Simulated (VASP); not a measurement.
## PtS2: single point with HSE06

Crystal: PtS2.

```xyz
3
Lattice="3.5526 0.0000 0.0000 -1.7763 3.0767 0.0000 0.0000 0.0000 5.1228" Properties=species:S:1:pos:R:3 pbc="T T T"
Pt    0.0000    0.0000    0.0000
S     0.0000    2.0511    1.2257
S     1.7763    1.0256    3.8972
```

```
Program             : VASP 6.6.1
Task                : single point
Functional          : HSE06
Potentials or basis : VASP PAW PBE potentials, release 64 (Pt, S)
Cutoff              : 400 eV
k mesh              : 6 × 6 × 4
Occupations         : gaussian, width 0.01 eV
Spin                : no spin polarisation
```

```json
{
  "Pressure": "-1.4 GPa",
  "Largest force": "0.411 eV/Å",
  "Band gap on the k mesh": "1.40 eV (least direct gap 2.14 eV)"
}
```

Forces in eV/Å, atoms in the order of the input:
```
Pt   0.000  0.000  0.000
S    0.000  0.000 -0.411
S    0.000  0.000  0.411
```

Stress tensor (GPa, compression positive):
```
-1.83  0.00  0.00
 0.00 -1.83  0.00
 0.00  0.00 -0.46
```

Levels at points of the mesh, in eV from the valence-band top:
| k point | band 9 | band 10 | band 11 | band 12 | band 13 | band 14 |
| --- | --- | --- | --- | --- | --- | --- |
| (0.00, 0.00, 0.00) | -1.15 | -1.15 | 0.00 | 2.74 | 2.74 | 5.50 |
| (0.50, 0.00, 0.00) | -3.52 | -3.45 | -2.91 | 2.21 | 3.30 | 6.37 |
| (0.00, 0.00, 0.50) | -1.54 | -1.38 | -1.38 | 3.32 | 3.32 | 6.37 |
| (0.50, 0.00, 0.50) | -3.41 | -3.02 | -1.63 | 2.38 | 2.97 | 6.05 |

It took 73 min on 1 thread of Intel Xeon 8259CL, with other jobs on the host, peak memory 0.28 GiB.

Caveat: the PAW data sets were made with another functional, which shifts forces and pressure a little; spin-orbit coupling is left out, which moves the levels of the heavy elements. A k mesh can miss the band edges.
